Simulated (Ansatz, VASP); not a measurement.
Two plane-wave programs on Ge

Contents of INCAR:

```
PREC = Accurate ; ENCUT = 520
EDIFF = 1E-6 ; ISMEAR = 0
SIGMA = 0.15 ; LREAL = F
LASPH = T ; NELM = 60
ALGO = Fast ; ISIF = 2
LWAVE = F ; LCHARG = F
GGA = PE ; NBANDS = 66
```

KPOINTS

```
regular mesh
0
Gamma
  15 15 4
```

File POSCAR:

```
Ge
1.0
    4.0130515014      0.0000000000      0.0000000000
   -2.0065257507      3.4754045469      0.0000000000
    0.0000000000      0.0000000000     13.6897225868
Ge
8
Direct
    0.0000000000      0.0000000000      0.4095866298
    0.0000000000      0.0000000000      0.5904133702
    0.0000000000      0.0000000000      0.9095866298
    0.0000000000      0.0000000000      0.0904133702
    0.3333333333      0.6666666667      0.3442031336
    0.6666666667      0.3333333333      0.6557968664
    0.6666666667      0.3333333333      0.8442031336
    0.3333333333      0.6666666667      0.1557968664
```

Input for Ansatz:

```yaml
crystal:
  lattice:
    - [4.0130515014, 0.0, 0.0]
    - [-2.0065257507, 3.4754045469, 0.0]
    - [0.0, 0.0, 13.6897225868]
  atoms:
    - { symbol: Ge, position: [0.0, 0.0, 0.4095866298] }
    - { symbol: Ge, position: [0.0, 0.0, 0.5904133702] }
    - { symbol: Ge, position: [0.0, 0.0, 0.9095866298] }
    - { symbol: Ge, position: [0.0, 0.0, 0.0904133702] }
    - { symbol: Ge, position: [0.3333333333, 0.6666666667, 0.3442031336] }
    - { symbol: Ge, position: [0.6666666667, 0.3333333333, 0.6557968664] }
    - { symbol: Ge, position: [0.6666666667, 0.3333333333, 0.8442031336] }
    - { symbol: Ge, position: [0.3333333333, 0.6666666667, 0.1557968664] }
basis:
  ecutwfc: 420
kpoints:
  mp_grid: { grid: [15, 15, 4] }
hamiltonian:
  xc: pbe
scf:
  occupations: { method: gaussian, width: 0.15 }
output:
  forces: true
  stress: true
  eigenvalues: true
```

Alike in both runs: task single point; functional PBE; k mesh 15 × 15 × 4; occupations gaussian, width 0.15 eV; no spin polarisation.

|  | VASP | Ansatz |
| --- | --- | --- |
| version | VASP 6.6.1 | Ansatz 0.2.0 |
| potentials or method | VASP PAW PBE potentials, release 64 (Ge_d), cutoff 520 eV | scalar-relativistic, plane waves, PAW |
| valence electrons in the cell | 112 | 112 |

Ansatz gave:

- gap on the k mesh at the Fermi level (eV): none
- pressure (GPa): 0.1
- traceless stress, the component that is largest in VASP (GPa): -2.73
- rms of the force components (eV/Å): 0.137

Question: Which values does VASP return?

Answer: gap on the k mesh at the Fermi level (eV): none; pressure (GPa): 0.0; traceless stress, the component that is largest in VASP (GPa): -2.73; rms of the force components (eV/Å): 0.137.

Atom by atom the forces differ by 0.001 eV/Å (rms over components). A gap of «none» marks a metal or a gap that the smearing closes.
